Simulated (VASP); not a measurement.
# KAlH5 (P4/mmm) in VASP: notebook

The runs below take KAlH5 through single point, relaxation of cell and atoms, with PBE.

All numbers are computed with VASP 6.6.1; they aren't measurements. Logs are shortened: lines on timing, memory, paths and dates and some standing lists are left out, and cuts for length are marked.

### Step 1. The cell of the first run

It takes space group P4/mmm (No. 123, tetragonal). Conventional cell: a = 3.247 Å, b = 3.247 Å, c = 5.996 Å, α = 90.00°, β = 90.00°, γ = 90.00°. K (site symmetry 4/mmm) has 10 H at 2.53 to 3.00 Å and 4 K at 3.25 Å within 3.3 Å. Al (site symmetry 4/mmm) has 12 H at 1.94 to 2.30 Å within 2.6 Å. H (site symmetry 2mm) has 2 Al at 1.94 Å and 7 H at 1.94 to 2.30 Å and 2 K at 2.53 Å within 2.6 Å. Within 2.6 Å of H (site symmetry 4/mmm) lie 8 H at 1.94 Å and 4 Al at 2.30 Å.

### Step 2. Single point, PBE

Input file INCAR:

```
ALGO = Normal
EDIFF = 1E-7
ENCUT = 520
GGA = PE
ISIF = 2
ISMEAR = 0
LASPH = T
LCHARG = T
LELF = T
LREAL = F
LVHAR = T
LWAVE = F
NBANDS = 18
NELM = 100
PREC = Accurate
SIGMA = 0.1
```

Input file KPOINTS:

```
k-points
0
Gamma
  12 12 6
```

Input file POSCAR:

```
KAlH5
1.0
    3.2467938406      0.0000000000      0.0000000000
    0.0000000000      3.2467938406      0.0000000000
    0.0000000000      0.0000000000      5.9956211604
K Al H
1 1 5
Direct
    0.0000000000      0.0000000000      0.5000000000
    0.5000000000      0.5000000000      0.0000000000
    0.0000000000      0.5000000000      0.1772798514
    0.0000000000      0.5000000000      0.8227201486
    0.5000000000      0.0000000000      0.1772798514
    0.5000000000      0.0000000000      0.8227201486
    0.0000000000      0.0000000000      0.0000000000
```

Potentials or basis: VASP PAW PBE potentials, release 64 (K_sv, Al, H).

The run is started by

```
$ cat potpaw_PBE.64/K_sv/POTCAR potpaw_PBE.64/Al/POTCAR potpaw_PBE.64/H/POTCAR > POTCAR
$ mpirun -np 1 vasp_std > vasp.out
```

OUTCAR:

```text
EDIFF = 1E-7
   ENCUT = 520
   GGA = PE
   ISIF = 2
   ISMEAR = 0
   LASPH = T
   LREAL = F
   NELM = 100
   PREC = Accurate

 ion  position               nearest neighbor table
   1  0.000  0.000  0.500-
   2  0.500  0.500  0.000-   3 1.94   4 1.94   5 1.94   6 1.94   5 1.94   6 1.94   3 1.94   4 1.94

   3  0.000  0.500  0.177-   2 1.94   2 1.94
   4  0.000  0.500  0.823-   2 1.94   2 1.94
   5  0.500  0.000  0.177-   2 1.94   2 1.94
   6  0.500  0.000  0.823-   2 1.94   2 1.94
   7  0.000  0.000  0.000-

  LATTYP: Found a simple tetragonal cell.
 ALAT       =     3.2467938406
 C/A-ratio  =     1.8466282292

  Lattice vectors:

 A1 = (   3.2467938406,   0.0000000000,   0.0000000000)
 A2 = (   0.0000000000,   3.2467938406,   0.0000000000)
 A3 = (   0.0000000000,   0.0000000000,   5.9956211604)

Analysis of symmetry for initial positions (statically):
=====================================================================
 Subroutine PRICEL returns:
 Original cell was already a primitive cell.

 Routine SETGRP: Setting up the symmetry group for a
 simple tetragonal supercell.

 Subroutine GETGRP returns: Found 16 space group operations
 (whereof 16 operations were pure point group operations)
 out of a pool of 16 trial point group operations.

The static configuration has the point symmetry D_4h.

Analysis of symmetry for dynamics (positions and initial velocities):
=====================================================================
 Subroutine PRICEL returns:
 Original cell was already a primitive cell.

 Routine SETGRP: Setting up the symmetry group for a
 simple tetragonal supercell.

 Subroutine GETGRP returns: Found 16 space group operations
 (whereof 16 operations were pure point group operations)
 out of a pool of 16 trial point group operations.

The dynamic configuration has the point symmetry D_4h.

 Subroutine INISYM returns: Found 16 space group operations
 (whereof 16 operations are pure point group operations),
 and found     1 'primitive' translations

----------------------------------------------------------------------------------------

                                     Primitive cell

  volume of cell :      63.2039

  direct lattice vectors                    reciprocal lattice vectors
     3.246793841  0.000000000  0.000000000     0.307996149  0.000000000  0.000000000
     0.000000000  3.246793841  0.000000000     0.000000000  0.307996149  0.000000000
     0.000000000  0.000000000  5.995621160     0.000000000  0.000000000  0.166788390

  length of vectors
     3.246793841  3.246793841  5.995621160     0.307996149  0.307996149  0.166788390

  position of ions in fractional coordinates (direct lattice)
     0.000000000  0.000000000  0.500000000
     0.500000000  0.500000000  0.000000000
     0.000000000  0.500000000  0.177279851
     0.000000000  0.500000000  0.822720149
     0.500000000  0.000000000  0.177279851
     0.500000000  0.000000000  0.822720149
     0.000000000  0.000000000  0.000000000

  ion indices of the primitive-cell ions
   primitive index   ion index
                 1           1
                 2           2
                 3           3
                 4           4
                 5           5
                 6           6
                 7           7

----------------------------------------------------------------------------------------

 KPOINTS: k-points

Automatic generation of k-mesh.
 Grid dimensions read from file:
 generate k-points for:   12   12    6

 Generating k-lattice:

  Cartesian coordinates                     Fractional coordinates (reciprocal lattice)
     0.025666346  0.000000000  0.000000000     0.083333333  0.000000000  0.000000000
     0.000000000  0.025666346  0.000000000     0.000000000  0.083333333  0.000000000
     0.000000000  0.000000000  0.027798065     0.000000000  0.000000000  0.166666667

  Length of vectors
     0.025666346  0.025666346  0.027798065

  Shift w.r.t. Gamma in fractional coordinates (k-lattice)
     0.000000000  0.000000000  0.000000000

 Subroutine IBZKPT returns following result:
 ===========================================

 Found    112 irreducible k-points:

 Following reciprocal coordinates:
            Coordinates               Weight
  0.000000  0.000000  0.000000      1.000000
  0.083333  0.000000  0.000000      4.000000
  0.166667  0.000000  0.000000      4.000000
  0.250000  0.000000  0.000000      4.000000
  0.333333  0.000000  0.000000      4.000000
  0.416667  0.000000  0.000000      4.000000
[... 16 lines left out ...]
  0.333333  0.333333  0.000000      4.000000
  0.416667  0.333333  0.000000      8.000000
 [... further k-points ...]
   k-points           NKPTS =    112   k-points in BZ     NKDIM =    112   number of bands    NBANDS=     18
   number of dos      NEDOS =    301   number of ions     NIONS =      7
   total plane-waves  NPLWV =  27648
   dimension x,y,z NGX =    24 NGY =   24 NGZ =   48
   dimension x,y,z NGXF=    48 NGYF=   48 NGZF=   96
   ions per type =               1   1   5
   NGX,Y,Z   is equivalent  to a cutoff of  12.29, 12.29, 13.31 a.u.
   NGXF,Y,Z  is equivalent  to a cutoff of  24.58, 24.58, 26.62 a.u.
 SYSTEM =  unknown system
   PREC   = accura    normal or accurate (medium, high low for compatibility)
   ISTART =      0    job   : 0-new  1-cont  2-samecut
   ICHARG =      2    charge: 1-file 2-atom 10-const
   ISPIN  =      1    spin polarized calculation?
   LNONCOLLINEAR =      F non collinear calculations
   LSORBIT =      F    spin-orbit coupling
   LASPH  =      T    aspherical Exc in radial PAW
   ENCUT  =  520.0 eV  38.22 Ry    6.18 a.u.   6.04  6.04 11.15*2*pi/ulx,y,z
   NELM   =    100;   NELMIN=  2; NELMDL= -5     # of ELM steps
   EDIFF  = 0.1E-06   stopping-criterion for ELM
   LREAL  =      F    real-space projection
   EDIFFG = 0.1E-05   stopping-criterion for IOM
   NSW    =      0    number of steps for IOM
   IBRION =     -1    ionic relax: 0-MD 1-quasi-New 2-CG
   NFREE  =      0    steps in history (QN), initial steepest desc. (CG)
   ISIF   =      2    stress and relaxation
   ISYM   =      2    0-nonsym 1-usesym 2-fastsym
   POTIM  = 0.5000    time-step for ionic-motion
   TEBEG  =    0.0;   TEEND  =   0.0 temperature during run
   PSTRESS=    0.0 pullay stress
   NELECT =      17.0000    total number of electrons
   NUPDOWN=      -1.0000    fix difference up-down
   EMIN   =  10.00;   EMAX   =-10.00  energy-range for DOS
   EFERMI =   0.00;   METHOD = LEGACY
   ISMEAR =     0;   SIGMA  =   0.10  broadening in eV -4-tet -1-fermi 0-gaus
   EFERMI_NEDOS =   21; number of points for ismear=-14 and -15
   IALGO  =     38    algorithm
   IMIX   =      4    mixing-type and parameters
     AMIX     =   0.40;   BMIX     =  1.00
     AMIX_MAG =   1.60;   BMIX_MAG =  1.00
  volume/ion in A,a.u.               =       9.03        60.93
  Fermi-wavevector in a.u.,A,eV,Ry     =   1.056761  1.996988 15.194210  1.116743
  Thomas-Fermi vector in A             =   2.192008
   LORBIT       =      0    0 simple, 1 ext, 2 COOP (PROOUT), +10 PAW based schemes
   GGA     = PE    functional components
   LHFCALC =     F    Hartree Fock is set to
   AEXX    =    0.0000 exact exchange contribution
   IVDW    =     0    specifies the selected vdW correction
   LEPSILON=     F    determine dielectric tensor
   LRPA    =     F    only Hartree local field effects (RPA)
 non-spin polarized calculation
 Gauss-broadening in eV      SIGMA  =   0.10
  energy-cutoff  :      520.00
  volume of cell :       63.20
 maximum number of plane-waves:      1728
   NGX = 13   NGY = 13   NGZ = 23

 number of electron      16.9999999 magnetization

 Free energy of the ion-electron system (eV)
  ---------------------------------------------------
  ext. energy  EPLUGINS =         0.00000000
  ---------------------------------------------------
  free energy    TOTEN  =       -18.72518460 eV

  energy without entropy =      -18.72049123  energy(sigma->0) =      -18.72283791

 E-fermi :   2.8931     XC(G=0):  -9.2607

 val. band max:        2.7590913698   @ k =   0.2500   0.0833   0.0000
 cond. band min:       2.9204782441   @ k =   0.2500   0.0000   0.0000
 fundamental gap:      0.1613868743
 Fermi energy:         2.8930732946

 k-point     1 :       0.0000    0.0000    0.0000
  band No.  band energies     occupation
      1     -27.9866      2.00000
      2     -11.5152      2.00000
      3     -11.1166      2.00000
      4     -11.1166      2.00000
      5      -7.9159      2.00000
      6      -2.6837      2.00000
[... 10 lines left out ...]
     17      12.7183      0.00000
     18      13.0339      0.00000

 k-point     2 :       0.0833    0.0000    0.0000
  band No.  band energies     occupation
      1     -27.9788      2.00000
      2     -11.5011      2.00000
      3     -11.1903      2.00000
      4     -11.1107      2.00000
      5      -7.8174      2.00000
      6      -2.6221      2.00000
[... 10 lines left out ...]
     17      12.4671      0.00000
     18      13.3899      0.00000

 k-point     3 :       0.1667    0.0000    0.0000
  band No.  band energies     occupation
      1     -27.9576      2.00000
      2     -11.4620      2.00000
      3     -11.3847      2.00000
      4     -11.0944      2.00000
      5      -7.5263      2.00000
      6      -2.4377      2.00000
[... 10 lines left out ...]
     17      11.9042      0.00000
     18      12.8106      0.00000

 k-point     4 :       0.2500    0.0000    0.0000
  band No.  band energies     occupation
      1     -27.9284      2.00000
      2     -11.6366      2.00000
      3     -11.4079      2.00000
      4     -11.0721      2.00000
      5      -7.0519      2.00000
      6      -2.1336      2.00000
[... 10 lines left out ...]
     17      11.3180      0.00000
     18      12.0685      0.00000

 k-point     5 :       0.3333    0.0000    0.0000
  band No.  band energies     occupation
      1     -27.8988      2.00000
      2     -11.8756      2.00000
      3     -11.3529      2.00000
      4     -11.0496      2.00000
      5      -6.4038      2.00000
      6      -2.1837      2.00000
[... 10 lines left out ...]
     17      11.0673      0.00000
     18      11.7399      0.00000

 k-point     6 :       0.4167    0.0000    0.0000
  band No.  band energies     occupation
      1     -27.8770      2.00000
      2     -12.0436      2.00000
      3     -11.3121      2.00000
      4     -11.0330      2.00000
      5      -5.5975      2.00000
      6      -3.4101      2.00000
[... 307 lines left out ...]
 k-point    21 :       0.4167    0.2500    0.0000
  band No.  band energies     occupation
      1     -27.8219      2.00000
      2     -11.9576      2.00000
      3     -11.5037      2.00000
      4     -11.2262      2.00000
      5      -4.7938      2.00000
      6      -2.7445      2.00000
[... 10 lines left out ...]
     17      10.8558      0.00000
     18      13.2341      0.00000

 k-point    22 :       0.5000    0.2500    0.0000
  band No.  band energies     occupation
      1     -27.8141      2.00000
      2     -12.0152      2.00000
      3     -11.4945      2.00000
      4     -11.2127      2.00000
      5      -4.0555      2.00000
      6      -3.5884      2.00000
[... 10 lines left out ...]
     17      10.4405      0.00000
     18      13.1553      0.00000

 k-point    23 :       0.3333    0.3333    0.0000
  band No.  band energies     occupation
      1     -27.8149      2.00000
      2     -11.7756      2.00000
      3     -11.7336      2.00000
      4     -11.2166      2.00000
      5      -4.9609      2.00000
      6      -1.7344      2.00000
[... 10 lines left out ...]
     17      11.2253      0.00000
     18      12.6389      0.00000

 k-point    24 :       0.4167    0.3333    0.0000
  band No.  band energies     occupation
      1     -27.7940      2.00000
      2     -11.9139      2.00000
      3     -11.7238      2.00000
      4     -11.1823      2.00000
      5      -4.1946      2.00000
      6      -2.3491      2.00000
[... 10 lines left out ...]
     17      10.9356      0.00000
     18      12.1804      0.00000

 [... further k-points ...]

------------------------ aborting loop because EDIFF is reached ----------------------------------------

  FORCE on cell =-STRESS in cart. coord.  units (eV):
  Direction    XX          YY          ZZ          XY          YZ          ZX
  --------------------------------------------------------------------------------------
  -------------------------------------------------------------------------------------
  Total       -0.0345047     -0.0345047      0.0129044      0.0000000     -0.0000000      0.0000000
  in kB       -0.8746731     -0.8746731      0.3271194      0.0000000     -0.0000000      0.0000000
  external PRESSURE =      -0.4740756 kB  Pullay stress =       0.0000000 kB

 VOLUME and BASIS-vectors are now :
 -----------------------------------------------------------------------------
  energy-cutoff  :      520.00
  volume of cell :       63.20
      direct lattice vectors                 reciprocal lattice vectors
     3.246793841  0.000000000  0.000000000     0.307996149  0.000000000  0.000000000
     0.000000000  3.246793841  0.000000000     0.000000000  0.307996149  0.000000000
     0.000000000  0.000000000  5.995621160     0.000000000  0.000000000  0.166788390

 POSITION                                       TOTAL-FORCE (eV/Angst)
 -----------------------------------------------------------------------------------
      0.00000      0.00000      2.99781        -0.000000     -0.000000      0.000000
      1.62340      1.62340      0.00000        -0.000000     -0.000000      0.000000
      0.00000      1.62340      1.06290         0.000000      0.000000     -0.007423
      0.00000      1.62340      4.93272        -0.000000      0.000000      0.007423
      1.62340      0.00000      1.06290        -0.000000      0.000000     -0.007423
      1.62340      0.00000      4.93272         0.000000     -0.000000      0.007423
      0.00000      0.00000      0.00000        -0.000000     -0.000000      0.000000
 -----------------------------------------------------------------------------------
    total drift:                                0.000000      0.000000      0.000000

  FREE ENERGIE OF THE ION-ELECTRON SYSTEM (eV)
  ---------------------------------------------------
  free  energy   TOTEN  =       -18.7251846015 eV

  energy  without entropy=      -18.7204912281  energy(sigma->0) =      -18.72283791
```

Run time: 53 s. Hardware: 1 thread of Intel Xeon 6975P-C (Granite Rapids), shared host; peak memory 0.25 GiB.

What came out:

```
Free energy   : -18.7252 eV
Pressure      : 0.0 GPa
Largest force : 0.007 eV/Å
```

Forces in eV/Å, atoms in the order of the input:
```
K    0.000  0.000  0.000
Al   0.000  0.000  0.000
H    0.000  0.000 -0.007
H    0.000  0.000  0.007
H    0.000  0.000 -0.007
H    0.000  0.000  0.007
H    0.000  0.000  0.000
```

Stress tensor (GPa, compression positive):
```
-0.09  0.00  0.00
 0.00 -0.09  0.00
 0.00  0.00  0.03
```

Levels at points of the mesh, in eV from the Fermi level:
| k point | band 4 | band 5 | band 6 | band 7 | band 8 | band 9 | band 10 | band 11 | band 12 | band 13 |
| --- | --- | --- | --- | --- | --- | --- | --- | --- | --- | --- |
| (0.00, 0.00, 0.00) | -14.01 | -10.81 | -5.58 | -1.43 | -0.73 | 1.66 | 3.38 | 4.66 | 4.66 | 4.74 |
| (0.50, 0.00, 0.00) | -13.92 | -7.75 | -7.19 | -3.85 | -2.42 | 1.18 | 4.00 | 4.89 | 5.91 | 6.32 |
| (0.50, 0.50, 0.00) | -14.02 | -5.26 | -5.26 | -3.61 | -2.29 | -2.29 | -1.87 | 2.37 | 2.92 | 7.21 |
| (0.00, 0.00, 0.50) | -14.01 | -10.40 | -6.39 | -1.25 | 0.89 | 0.97 | 2.09 | 4.38 | 4.38 | 5.80 |
| (0.50, 0.00, 0.50) | -13.92 | -7.49 | -7.37 | -3.43 | -3.12 | 1.79 | 3.64 | 4.65 | 6.07 | 6.21 |
| (0.50, 0.50, 0.50) | -14.03 | -5.46 | -5.46 | -3.46 | -1.79 | -1.79 | -1.59 | 0.62 | 4.94 | 5.26 |

### Step 3. Relaxation of cell and atoms, PBE

This run uses another cell than the first one, of 9.22 Å³/atom, 1.021 times its volume.

Input file INCAR:

```
PREC = Accurate ; ENCUT = 600
EDIFF = 1E-6 ; ISMEAR = 0
SIGMA = 0.1 ; LREAL = False
LASPH = True ; NELM = 100
ALGO = Normal ; ISIF = 3
LWAVE = False ; LCHARG = False
GGA = PE ; IBRION = 2
NSW = 100 ; EDIFFG = -0.01
```

Input file KPOINTS:

```
Automatic mesh
0
Gamma
  12 12 6
```

Input file POSCAR:

```
KAlH5
1.0
    3.2913869066      0.0000000000      0.0000000000
    0.0000000000      3.2913869066      0.0000000000
    0.0000000000      0.0000000000      5.9568075600
K Al H
1 1 5
Direct
    0.0000000000      0.0000000000      0.5000000000
    0.5000000000      0.5000000000      0.0000000000
    0.0000000000      0.5000000000      0.1739229841
    0.0000000000      0.5000000000      0.8260770159
    0.5000000000      0.0000000000      0.1739229841
    0.5000000000      0.0000000000      0.8260770159
    0.0000000000      0.0000000000      0.0000000000
```

Potentials or basis: VASP PAW PBE potentials, release 64 (K_sv, Al, H).

The run is started by

```
$ cat potpaw_PBE.64/K_sv/POTCAR potpaw_PBE.64/Al/POTCAR potpaw_PBE.64/H/POTCAR > POTCAR
$ mpirun -np 1 vasp_std > vasp.out
```

Run time: 2.8 min. Hardware: 1 thread of Intel Xeon 6975P-C (Granite Rapids), shared host; peak memory 0.27 GiB.

It converged, with:

| Item | Value |
| --- | --- |
| Free energy | -18.7273 eV |
| Relaxed volume | 9.06 Å³/atom |
| Relaxed cell | a = 3.249 Å, b = 3.249 Å, c = 6.008 Å, α = 90.00°, β = 90.00°, γ = 90.00° |
| Space group after relaxing (to 0.05 Å) | P4/mmm (No. 123) |
| Energy gained by relaxing | 1.9 meV/atom |
| Ionic steps | 5 |
| Pressure after relaxing | -0.1 GPa |

Step by step:
```
step  energy change (eV)  largest force (eV/Å)  pressure (GPa)  volume (Å³)
   1              0.0000                0.1130           -0.55        64.53
   2             -0.0067                0.0760           -0.45        64.24
   3             -0.0131                0.0078           -0.21        63.55
   4             -0.0131                0.0056           -0.21        63.57
   5             -0.0132                0.0007           -0.07        63.41
```

Final structure:
```cif
data_structure
_symmetry_space_group_name_H-M 'P 1'
_symmetry_Int_Tables_number 1
_cell_length_a 3.2486
_cell_length_b 3.2486
_cell_length_c 6.0083
_cell_angle_alpha 90.000
_cell_angle_beta 90.000
_cell_angle_gamma 90.000
_cell_volume 63.41
loop_
_atom_site_label
_atom_site_type_symbol
_atom_site_fract_x
_atom_site_fract_y
_atom_site_fract_z
_atom_site_occupancy
K1 K 0.00000 0.00000 0.50000 1
Al1 Al 0.50000 0.50000 0.00000 1
H1 H 0.00000 0.50000 0.17684 1
H2 H 0.00000 0.50000 0.82316 1
H3 H 0.50000 0.00000 0.17684 1
H4 H 0.50000 0.00000 0.82316 1
H5 H 0.00000 0.00000 0.00000 1
```

Levels at points of the mesh, in eV from the Fermi level:
```csv
k point,band 4,band 5,band 6,band 7,band 8,band 9,band 10,band 11,band 12
"(0.00, 0.00, 0.00)",-14.03,-10.80,-5.58,-1.43,-0.73,1.66,3.36,4.66,4.66
"(0.50, 0.00, 0.00)",-13.94,-7.74,-7.19,-3.84,-2.43,1.19,3.98,4.86,5.90
"(0.50, 0.50, 0.00)",-14.04,-5.26,-5.26,-3.60,-2.29,-2.29,-1.87,2.37,2.91
"(0.00, 0.00, 0.50)",-14.03,-10.39,-6.38,-1.25,0.88,0.98,2.07,4.37,4.37
"(0.50, 0.00, 0.50)",-13.94,-7.49,-7.37,-3.42,-3.11,1.78,3.63,4.63,6.04
"(0.50, 0.50, 0.50)",-14.04,-5.45,-5.45,-3.45,-1.79,-1.79,-1.59,0.62,4.93
```
